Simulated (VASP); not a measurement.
# B in VASP: further runs, part 2 of 2

VASP 6.6.1. The steps go on from the part before.

### Step 4. Relaxation of cell and atoms, PBE

INCAR reads:

```
  PREC = Accurate
  ENCUT = 600
  EDIFF = 1E-6
  ISMEAR = 0
  SIGMA = 0.1
  LREAL = F
  LASPH = T
  NELM = 100
  ALGO = Normal
  ISIF = 3
  LWAVE = F
  LCHARG = F
  GGA = PE
  IBRION = 2
  NSW = 100
  EDIFFG = -0.01
```

KPOINTS reads:

```
Automatic mesh
0
Gamma
  18 18 20
```

POSCAR reads:

```
B
1.0
    3.4245505873      0.0000000000      0.0000000000
   -1.7122752936      2.9657478051      0.0000000000
    0.0000000000      0.0000000000      2.2676396238
B
3
Direct
    0.5000000000      0.5000000000      0.0000000000
    0.5000000000      0.0000000000      0.0000000000
    0.0000000000      0.5000000000      0.0000000000
```

Potentials or basis: VASP PAW PBE potentials, release 64 (B).

Run with:

```sh
$ cat potpaw_PBE.64/B/POTCAR > POTCAR
$ mpirun -np 1 vasp_std > vasp.out
```

OUTCAR:

```text
PREC = Accurate
   ENCUT = 600
   EDIFF = 1E-6
   ISMEAR = 0
   LREAL = F
   LASPH = T
   NELM = 100
   ISIF = 3
   GGA = PE
   IBRION = 2
   NSW = 100
   EDIFFG = -0.01

 ion  position               nearest neighbor table
   1  0.500  0.500  0.000-   2 1.71   2 1.71   3 1.71   3 1.71
   2  0.500  0.000  0.000-   1 1.71   1 1.71   3 1.71   3 1.71
   3  0.000  0.500  0.000-   2 1.71   2 1.71   1 1.71   1 1.71

  LATTYP: Found a hexagonal cell.
 ALAT       =     3.4245505873
 C/A-ratio  =     0.6621714488

  Lattice vectors:

 A1 = (   3.4245505873,   0.0000000000,   0.0000000000)
 A2 = (  -1.7122752936,   2.9657478051,   0.0000000000)
 A3 = (   0.0000000000,   0.0000000000,   2.2676396238)

Analysis of symmetry for initial positions (statically):
=====================================================================
 Subroutine PRICEL returns:
 Original cell was already a primitive cell.

 Routine SETGRP: Setting up the symmetry group for a
 hexagonal supercell.

 Subroutine GETGRP returns: Found 24 space group operations
 (whereof 24 operations were pure point group operations)
 out of a pool of 24 trial point group operations.

The static configuration has the point symmetry D_6h.

Analysis of symmetry for dynamics (positions and initial velocities):
=====================================================================
 Subroutine PRICEL returns:
 Original cell was already a primitive cell.

 Routine SETGRP: Setting up the symmetry group for a
 hexagonal supercell.

 Subroutine GETGRP returns: Found 24 space group operations
 (whereof 24 operations were pure point group operations)
 out of a pool of 24 trial point group operations.

The dynamic configuration has the point symmetry D_6h.

 Subroutine INISYM returns: Found 24 space group operations
 (whereof 24 operations are pure point group operations),
 and found     1 'primitive' translations

----------------------------------------------------------------------------------------

                                     Primitive cell

  volume of cell :      23.0309

  direct lattice vectors                    reciprocal lattice vectors
     3.424550587  0.000000000  0.000000000     0.292009119  0.168591543  0.000000000
    -1.712275294  2.965747805  0.000000000     0.000000000  0.337183087  0.000000000
     0.000000000  0.000000000  2.267639624     0.000000000  0.000000000  0.440987179

  length of vectors
     3.424550587  3.424550587  2.267639624     0.337183087  0.337183087  0.440987179

  position of ions in fractional coordinates (direct lattice)
     0.500000000  0.500000000  0.000000000
     0.500000000  0.000000000  0.000000000
     0.000000000  0.500000000  0.000000000

  ion indices of the primitive-cell ions
   primitive index   ion index
                 1           1
                 2           2
                 3           3

----------------------------------------------------------------------------------------

 KPOINTS: Automatic mesh

Automatic generation of k-mesh.
 Grid dimensions read from file:
[... 49 lines left out ...]
   total plane-waves  NPLWV =  14112
   dimension x,y,z NGX =    28 NGY =   28 NGZ =   18
   dimension x,y,z NGXF=    56 NGYF=   56 NGZF=   36
   ions per type =               3
   NGX,Y,Z   is equivalent  to a cutoff of  13.59, 13.59, 13.20 a.u.
   NGXF,Y,Z  is equivalent  to a cutoff of  27.19, 27.19, 26.39 a.u.
 SYSTEM =  unknown system
   PREC   = accura    normal or accurate (medium, high low for compatibility)
   ISTART =      0    job   : 0-new  1-cont  2-samecut
   ICHARG =      2    charge: 1-file 2-atom 10-const
   ISPIN  =      1    spin polarized calculation?
   LNONCOLLINEAR =      F non collinear calculations
   LSORBIT =      F    spin-orbit coupling
   LASPH  =      T    aspherical Exc in radial PAW
   ENCUT  =  600.0 eV  44.10 Ry    6.64 a.u.   6.84  6.84  4.53*2*pi/ulx,y,z
   NELM   =    100;   NELMIN=  2; NELMDL= -5     # of ELM steps
   EDIFF  = 0.1E-05   stopping-criterion for ELM
   LREAL  =      F    real-space projection
   EDIFFG = -.1E-01   stopping-criterion for IOM
   NSW    =    100    number of steps for IOM
   IBRION =      2    ionic relax: 0-MD 1-quasi-New 2-CG
   NFREE  =      1    steps in history (QN), initial steepest desc. (CG)
   ISIF   =      3    stress and relaxation
   ISYM   =      2    0-nonsym 1-usesym 2-fastsym
   POTIM  = 0.5000    time-step for ionic-motion
   TEBEG  =    0.0;   TEEND  =   0.0 temperature during run
   PSTRESS=    0.0 pullay stress
   NELECT =       9.0000    total number of electrons
   NUPDOWN=      -1.0000    fix difference up-down
   EMIN   =  10.00;   EMAX   =-10.00  energy-range for DOS
   EFERMI =   0.00;   METHOD = LEGACY
   ISMEAR =     0;   SIGMA  =   0.10  broadening in eV -4-tet -1-fermi 0-gaus
   EFERMI_NEDOS =   21; number of points for ismear=-14 and -15
   IALGO  =     38    algorithm
   IMIX   =      4    mixing-type and parameters
     AMIX     =   0.40;   BMIX     =  1.00
     AMIX_MAG =   1.60;   BMIX_MAG =  1.00
  volume/ion in A,a.u.               =       7.68        51.81
  Fermi-wavevector in a.u.,A,eV,Ry     =   1.196883  2.261781 19.490741  1.432529
  Thomas-Fermi vector in A             =   2.332812
   LORBIT       =      0    0 simple, 1 ext, 2 COOP (PROOUT), +10 PAW based schemes
   GGA     = PE    functional components
   LHFCALC =     F    Hartree Fock is set to
   AEXX    =    0.0000 exact exchange contribution
   IVDW    =     0    specifies the selected vdW correction
   LEPSILON=     F    determine dielectric tensor
   LRPA    =     F    only Hartree local field effects (RPA)
 conjugate gradient relaxation of ions
 non-spin polarized calculation
 Gauss-broadening in eV      SIGMA  =   0.10
  energy-cutoff  :      600.00
  volume of cell :       23.03
 maximum number of plane-waves:       789
 NGX is ok and might be reduce to    28
   NGX = 13   NGY = 13   NGZ =  9

--------------------------------------- Ionic step        1  -------------------------------------------

 number of electron       9.0000000 magnetization

 Free energy of the ion-electron system (eV)
  ---------------------------------------------------
  ext. energy  EPLUGINS =         0.00000000
  ---------------------------------------------------
  free energy    TOTEN  =       -17.40780132 eV

  energy without entropy =      -17.40423550  energy(sigma->0) =      -17.40601841

------------------------ aborting loop because EDIFF is reached ----------------------------------------

  FORCE on cell =-STRESS in cart. coord.  units (eV):
  Direction    XX          YY          ZZ          XY          YZ          ZX
  --------------------------------------------------------------------------------------
  -------------------------------------------------------------------------------------
  Total       -0.2457947     -0.2457947      0.8759314     -0.0000000      0.0000000     -0.0000000
  in kB      -17.0990199    -17.0990199     60.9352850     -0.0000000      0.0000000     -0.0000000
  external PRESSURE =       8.9124151 kB  Pullay stress =       0.0000000 kB
[... 135 lines left out ...]
--------------------------------------- Ionic step        5  -------------------------------------------

 number of electron       9.0000001 magnetization

 Free energy of the ion-electron system (eV)
  ---------------------------------------------------
  ext. energy  EPLUGINS =         0.00000000
  ---------------------------------------------------
  free energy    TOTEN  =       -17.42254899 eV

  energy without entropy =      -17.41834054  energy(sigma->0) =      -17.42044477

 E-fermi :   5.2535     XC(G=0): -11.3734

 val. band max:        5.2436936700   @ k =   0.2778   0.2222   0.2500
 cond. band min:       5.2539447421   @ k =   0.3889   0.2222   0.1500
 fundamental gap:      0.0102510721
 Fermi energy:         5.2535038073

 k-point     1 :       0.0000    0.0000    0.0000
  band No.  band energies     occupation
      1      -9.4772      2.00000
      2      -2.3235      2.00000
      3       3.1074      2.00000
      4       3.1074      2.00000
      5       7.3050      0.00000
      6       7.3050      0.00000
      7       8.9120      0.00000
      8      13.2197      0.00000
[... 243 lines left out ...]
 k-point    24 :       0.3889    0.1111    0.0000
  band No.  band energies     occupation
      1      -7.2014      2.00000
      2      -5.5299      2.00000
      3      -0.9355      2.00000
      4       3.0950      2.00000
      5      10.1989      0.00000
      6      11.1906      0.00000
      7      13.6900      0.00000
      8      14.4523      0.00000

 [... further k-points ...]

------------------------ aborting loop because EDIFF is reached ----------------------------------------

  FORCE on cell =-STRESS in cart. coord.  units (eV):
  Direction    XX          YY          ZZ          XY          YZ          ZX
  --------------------------------------------------------------------------------------
  -------------------------------------------------------------------------------------
  Total       -0.0007831     -0.0007831      0.0020660     -0.0000000     -0.0000000      0.0000000
  in kB       -0.0530496     -0.0530496      0.1399521     -0.0000000     -0.0000000      0.0000000
  external PRESSURE =       0.0112843 kB  Pullay stress =       0.0000000 kB
[... 18 lines left out ...]
  FREE ENERGIE OF THE ION-ELECTRON SYSTEM (eV)
  ---------------------------------------------------
  free  energy   TOTEN  =       -17.4225489941 eV

  energy  without entropy=      -17.4183405414  energy(sigma->0) =      -17.42044477

 reached required accuracy - stopping structural energy minimisation
```

OSZICAR:

```text
N       E                     dE             d eps       ncg     rms          rms(c)
DAV:   1     0.103705930685E+02    0.10371E+02   -0.47349E+03  6528   0.106E+03
DAV:   2    -0.178689580751E+02   -0.28240E+02   -0.27529E+02 10640   0.148E+02
[... 33 lines left out ...]
   4 F= -.17421577E+02 E0= -.17419410E+02  d E =-.149064E-02
       N       E                     dE             d eps       ncg     rms          rms(c)
DAV:   1    -0.174231598277E+02   -0.15825E-02   -0.35453E-02  6704   0.203E+00    0.126E-01
DAV:   2    -0.174227248710E+02    0.43496E-03   -0.51052E-04  7936   0.206E-01    0.677E-02
DAV:   3    -0.174225487729E+02    0.17610E-03   -0.41562E-04  7144   0.149E-01    0.634E-03
DAV:   4    -0.174225489941E+02   -0.22118E-06   -0.31019E-06  7640   0.198E-02
   5 F= -.17422549E+02 E0= -.17420445E+02  d E =-.246228E-02
```

CONTCAR:

```text
B
   1.00000000000000
     3.4115450065654751   -0.0000000000002254   -0.0000000000000000
    -1.7057725032331226    2.9544846417935866   -0.0000000000000001
     0.0000000000000000    0.0000000000000000    2.3465111466309825
  B
     3
Direct
     0.5000000000000000    0.5000000000000000    0.0000000000000000
     0.5000000000000000    0.0000000000000000    0.0000000000000000
     0.0000000000000000    0.5000000000000000    0.0000000000000000

  0.00000000E+00  0.00000000E+00  0.00000000E+00
  0.00000000E+00  0.00000000E+00  0.00000000E+00
  0.00000000E+00  0.00000000E+00  0.00000000E+00
```

Wall time 1.8 min (1 thread of Intel Xeon 6975P-C (Granite Rapids), shared host); peak memory 0.19 GiB.

Results:

```
Free energy                            : -17.4225 eV
Relaxed volume                         : 7.88 Å³/atom
Relaxed cell                           : a = 3.412 Å, b = 3.412 Å, c = 2.347 Å, α = 90.00°, β = 90.00°, γ = 120.00°
Space group after relaxing (to 0.05 Å) : P6/mmm (No. 191)
Energy gained by relaxing              : 4.9 meV/atom
Ionic steps                            : 5
Pressure after relaxing                : 0.0 GPa
```

Step by step:
| step | energy change (eV) | largest force (eV/Å) | pressure (GPa) | volume (Å³) |
| --- | --- | --- | --- | --- |
| 1 | 0.0000 | 0.0000 | 0.89 | 23.03 |
| 2 | -0.0101 | 0.0000 | 1.70 | 23.17 |
| 3 | -0.0123 | 0.0000 | 2.56 | 23.29 |
| 4 | -0.0138 | 0.0000 | -1.54 | 23.88 |
| 5 | -0.0147 | 0.0000 | 0.00 | 23.65 |

Final structure:
```cif
data_structure
_symmetry_space_group_name_H-M 'P 1'
_symmetry_Int_Tables_number 1
_cell_length_a 3.4115
_cell_length_b 3.4115
_cell_length_c 2.3465
_cell_angle_alpha 90.000
_cell_angle_beta 90.000
_cell_angle_gamma 120.000
_cell_volume 23.65
loop_
_atom_site_label
_atom_site_type_symbol
_atom_site_fract_x
_atom_site_fract_y
_atom_site_fract_z
_atom_site_occupancy
B1 B 0.50000 0.50000 0.00000 1
B2 B 0.50000 0.00000 0.00000 1
B3 B 0.00000 0.50000 0.00000 1
```

### Step 5. The runs side by side

| task | cell | k mesh | cutoff (eV) | gap on the mesh (eV) | pressure (GPa) |
| --- | --- | --- | --- | --- | --- |
| single point | a = 3.425, b = 3.425, c = 2.268 Å, angles 90.0, 90.0, 120.0°, 3 atoms | 6 × 6 × 6 | 520 | none | 0.1 |
| single point | a = 3.412, b = 3.412, c = 2.348 Å, angles 90.0, 90.0, 120.0°, 3 atoms | 18 × 18 × 20 | 520 | none | 0.0 |
| relaxation of cell and atoms | relaxed from a = 3.425, b = 3.425, c = 2.268 Å, angles 90.0, 90.0, 120.0°, 3 atoms | 18 × 18 × 20 | 600 | none | 0.0 |

Alike in all rows: level PBE; potentials or basis VASP PAW PBE potentials, release 64 (B); no spin polarisation; smearing gaussian 0.1 eV.

Caveats: some runs use coarse meshes.

Total energies depend on the potentials used, so only differences within one code and one set of settings carry meaning.
